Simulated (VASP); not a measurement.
# MnSi (P2_13) in VASP: a series of runs, part 2 of 2

VASP 6.6.1. Earlier steps stand in the parts before.

### Step 3. Single point, r2SCAN, collinear spin

Contents of POSCAR:

```
MnSi
1.0
    4.5472729200      0.0000000000      0.0000000000
    0.0000000000      4.5472729200      0.0000000000
    0.0000000000      0.0000000000      4.5472729200
Mn Si
4 4
Direct
    0.1395000000      0.1395000000      0.1395000000
    0.3605000000      0.8605000000      0.6395000000
    0.6395000000      0.3605000000      0.8605000000
    0.8605000000      0.6395000000      0.3605000000
    0.8474000000      0.8474000000      0.8474000000
    0.6526000000      0.1526000000      0.3474000000
    0.3474000000      0.6526000000      0.1526000000
    0.1526000000      0.3474000000      0.6526000000
```

Contents of INCAR.step1:

```
SYSTEM = MnSi
  ALGO = Normal
  EDIFF = 1E-4
  ENCUT = 520
  GGA = PE
  ISMEAR = -1
  ISPIN = 2
  LASPH = .True.
  LCHARG = .False.
  LMAXMIX = 4
  LREAL = .False.
  LWAVE = .True.
  MAGMOM = 2.38 2.38 2.38 2.38 -0.14 -0.14 -0.14 -0.14
  NBANDS = 48
  NELM = 150
  PREC = Accurate
  SIGMA = 0.1
```

Contents of INCAR.step2:

```
SYSTEM = MnSi
  ALGO = Normal
  EDIFF = 1E-6
  ENCUT = 520
  ISIF = 2
  ISMEAR = -1
  ISPIN = 2
  ISTART = 1
  LASPH = .True.
  LCHARG = .False.
  LMAXMIX = 4
  LMIXTAU = .True.
  LORBIT = 11
  LREAL = .False.
  LWAVE = .False.
  MAGMOM = 2.38 2.38 2.38 2.38 -0.14 -0.14 -0.14 -0.14
  METAGGA = R2SCAN
  NBANDS = 48
  NELM = 150
  PREC = Accurate
  SIGMA = 0.1
```

Contents of KPOINTS:

```
k-points
0
Gamma
  5 5 5
  0 0 0
```

Potentials or basis: VASP PAW PBE potentials, release 64 (Mn_pv, Si).

Launch:

```console
$ cat potpaw_PBE.64/Mn_pv/POTCAR potpaw_PBE.64/Si/POTCAR > POTCAR
$ cp INCAR.step1 INCAR
$ mpirun -np 1 vasp_std > vasp.out
$ cp INCAR.step2 INCAR
$ mpirun -np 1 vasp_std > vasp.out
```

OUTCAR:

```text
SYSTEM = MnSi
   EDIFF = 1E-6
   ENCUT = 520
   ISIF = 2
   ISMEAR = -1
   ISPIN = 2
   ISTART = 1
   LASPH = .True.
   LORBIT = 11
   LREAL = .False.
   METAGGA = R2SCAN
   NELM = 150
   PREC = Accurate

 ion  position               nearest neighbor table
   1  0.139  0.139  0.139-   5 2.30   6 2.41   7 2.41   8 2.41   7 2.52   8 2.52   6 2.52   3 2.79
                             4 2.79   2 2.79   2 2.79   4 2.79   3 2.79
   2  0.361  0.861  0.639-   6 2.30   5 2.41   7 2.41   8 2.41   7 2.52   8 2.52   5 2.52   1 2.79
                             1 2.79   3 2.79   3 2.79   4 2.79   4 2.79
   3  0.639  0.361  0.861-   7 2.30   6 2.41   5 2.41   8 2.41   8 2.52   6 2.52   5 2.52   1 2.79
                             4 2.79   2 2.79   2 2.79   4 2.79   1 2.79
   4  0.861  0.639  0.361-   8 2.30   6 2.41   7 2.41   5 2.41   6 2.52   5 2.52   7 2.52   1 2.79
                             3 2.79   2 2.79   1 2.79   2 2.79   3 2.79
   5  0.847  0.847  0.847-   1 2.30   2 2.41   3 2.41   4 2.41   3 2.52   4 2.52   2 2.52   6 2.81
                             7 2.81   8 2.81   6 2.81   8 2.81   7 2.81
   6  0.653  0.153  0.347-   2 2.30   1 2.41   3 2.41   4 2.41   3 2.52   4 2.52   1 2.52   8 2.81
                             5 2.81   5 2.81   7 2.81   7 2.81   8 2.81
   7  0.347  0.653  0.153-   3 2.30   2 2.41   1 2.41   4 2.41   4 2.52   2 2.52   1 2.52   8 2.81
                             5 2.81   8 2.81   6 2.81   6 2.81   5 2.81
   8  0.153  0.347  0.653-   4 2.30   2 2.41   3 2.41   1 2.41   2 2.52   1 2.52   3 2.52   7 2.81
                             5 2.81   7 2.81   5 2.81   6 2.81   6 2.81

  LATTYP: Found a simple cubic cell.
 ALAT       =     4.5472729200

  Lattice vectors:

 A1 = (   4.5472729200,   0.0000000000,   0.0000000000)
 A2 = (   0.0000000000,   4.5472729200,   0.0000000000)
 A3 = (   0.0000000000,   0.0000000000,   4.5472729200)

Analysis of symmetry for initial positions (statically):
=====================================================================
 Subroutine PRICEL returns:
 Original cell was already a primitive cell.

 Routine SETGRP: Setting up the symmetry group for a
 simple cubic supercell.

[... 734 lines left out ...]
      1     -36.9768      1.00000
      2     -36.9768      1.00000
      3     -36.9768      1.00000
      4     -36.8876      1.00000
      5     -36.8876      1.00000
      6     -36.8876      1.00000
[... 528 lines left out ...]
     45      17.4007      0.00000
     46      17.5427      0.00000
 [bands above 46 left out]

------------------------ aborting loop because EDIFF is reached ----------------------------------------

  FORCE on cell =-STRESS in cart. coord.  units (eV):
  Direction    XX          YY          ZZ          XY          YZ          ZX
  --------------------------------------------------------------------------------------
  -------------------------------------------------------------------------------------
  Total        0.7050321      0.7050321      0.7050321     -0.0000000     -0.0000000      0.0000000
  in kB       12.0134137     12.0134137     12.0134137     -0.0000000     -0.0000000      0.0000000
  external PRESSURE =      12.0134137 kB  Pullay stress =       0.0000000 kB

 VOLUME and BASIS-vectors are now :
 -----------------------------------------------------------------------------
  energy-cutoff  :      520.00
  volume of cell :       94.03
      direct lattice vectors                 reciprocal lattice vectors
     4.547272920  0.000000000  0.000000000     0.219912026  0.000000000  0.000000000
     0.000000000  4.547272920  0.000000000     0.000000000  0.219912026  0.000000000
     0.000000000  0.000000000  4.547272920     0.000000000  0.000000000  0.219912026

 POSITION                                       TOTAL-FORCE (eV/Angst)
 -----------------------------------------------------------------------------------
      0.63434      0.63434      0.63434         0.020834      0.020834      0.020834
      1.63929      3.91293      2.90798        -0.020834     -0.020834      0.020834
      2.90798      1.63929      3.91293         0.020834     -0.020834     -0.020834
      3.91293      2.90798      1.63929        -0.020834      0.020834     -0.020834
      3.85336      3.85336      3.85336        -0.157562     -0.157562     -0.157562
      2.96755      0.69391      1.57972         0.157562      0.157562     -0.157562
      1.57972      2.96755      0.69391        -0.157562      0.157562      0.157562
      0.69391      1.57972      2.96755         0.157562     -0.157562      0.157562
 -----------------------------------------------------------------------------------
    total drift:                               -0.000000     -0.000000      0.000000

  FREE ENERGIE OF THE ION-ELECTRON SYSTEM (eV)
  ---------------------------------------------------
  free  energy   TOTEN  =       -97.0054608784 eV

  energy  without entropy=      -96.9216756737  energy(sigma->0) =      -96.96356828

 total charge

# of ion       s       p       d       tot
------------------------------------------
    1        0.354   6.389   5.233  11.976
    2        0.354   6.389   5.233  11.976
    3        0.354   6.389   5.233  11.976
    4        0.354   6.389   5.233  11.976
    5        0.734   0.918   0.000   1.651
    6        0.734   0.918   0.000   1.651
    7        0.734   0.918   0.000   1.651
    8        0.734   0.918   0.000   1.651
--------------------------------------------------
tot          4.351  29.226  20.934  54.511

 magnetization (x)

# of ion       s       p       d       tot
------------------------------------------
    1       -0.001   0.003   2.253   2.255
    2       -0.001   0.003   2.253   2.255
    3       -0.001   0.003   2.253   2.255
    4       -0.001   0.003   2.253   2.255
    5       -0.036  -0.097   0.000  -0.133
    6       -0.036  -0.097   0.000  -0.133
    7       -0.036  -0.097   0.000  -0.133
    8       -0.036  -0.097   0.000  -0.133
--------------------------------------------------
tot         -0.148  -0.375   9.012   8.489
```

OUTCAR.step1:

```text
SYSTEM = MnSi
   EDIFF = 1E-4
   ENCUT = 520
   GGA = PE
   ISMEAR = -1
   ISPIN = 2
   LASPH = .True.
   LREAL = .False.
   NELM = 150
[... 1335 lines left out ...]
      2.96755      0.69391      1.57972         0.140034      0.140034     -0.140034
      1.57972      2.96755      0.69391        -0.140034      0.140034      0.140034
      0.69391      1.57972      2.96755         0.140034     -0.140034      0.140034
 -----------------------------------------------------------------------------------
    total drift:                                0.000000      0.000000      0.000000

  FREE ENERGIE OF THE ION-ELECTRON SYSTEM (eV)
  ---------------------------------------------------
  free  energy   TOTEN  =       -61.4619846492 eV

  energy  without entropy=      -61.2817268587  energy(sigma->0) =      -61.37185575
```

OSZICAR.step1:

```text
N       E                     dE             d eps       ncg     rms          rms(c)
DAV:   1     0.797185764740E+03    0.79719E+03   -0.35718E+04  2112   0.167E+03
DAV:   2    -0.878728096021E+01   -0.80597E+03   -0.76475E+03  2112   0.499E+02
DAV:   3    -0.676203865869E+02   -0.58833E+02   -0.56329E+02  2296   0.144E+02
DAV:   4    -0.692734018689E+02   -0.16530E+01   -0.16392E+01  2584   0.238E+01
DAV:   5    -0.693045551823E+02   -0.31153E-01   -0.31145E-01  2360   0.354E+00    0.361E+01
DAV:   6    -0.711315734914E+02   -0.18270E+01   -0.12188E+02  2392   0.836E+01    0.310E+01
DAV:   7    -0.616419008995E+02    0.94897E+01   -0.54318E+01  2288   0.554E+01    0.850E+00
DAV:   8    -0.615349067778E+02    0.10699E+00   -0.25682E+00  2392   0.727E+00    0.288E+00
DAV:   9    -0.614677474062E+02    0.67159E-01   -0.19161E-01  2480   0.315E+00    0.129E+00
DAV:  10    -0.614636604352E+02    0.40870E-02   -0.99607E-03  2432   0.627E-01    0.636E-01
DAV:  11    -0.614620221513E+02    0.16383E-02   -0.37427E-03  2248   0.278E-01    0.150E-01
DAV:  12    -0.614619846492E+02    0.37502E-04   -0.43724E-04  2048   0.146E-01
   1 F= -.61461985E+02 E0= -.61371856E+02  d E =-.180258E+00  mag=     3.8811
```

Wall time 22 min (1 thread of Intel Xeon Platinum 8488C (Sapphire Rapids), shared host); peak memory 0.3 GiB.

Results:

```
Free energy                                           : -97.0055 eV
Pressure                                              : 1.2 GPa
Largest force                                         : 0.273 eV/Å
Net moment                                            : 8.07 μB per cell
Site moments                                          : Mn +2.25; Si -0.13 μB
Valence electrons inside the program's atomic spheres : Mn 11.98; Si 1.65
```

Forces on the atoms (eV/Å):
```
Mn   0.021  0.021  0.021
Mn  -0.021 -0.021  0.021
Mn   0.021 -0.021 -0.021
Mn  -0.021  0.021 -0.021
Si  -0.158 -0.158 -0.158
Si   0.158  0.158 -0.158
Si  -0.158  0.158  0.158
Si   0.158 -0.158  0.158
```

Caveat: the PAW data sets were made with another functional, which shifts forces and pressure a little.
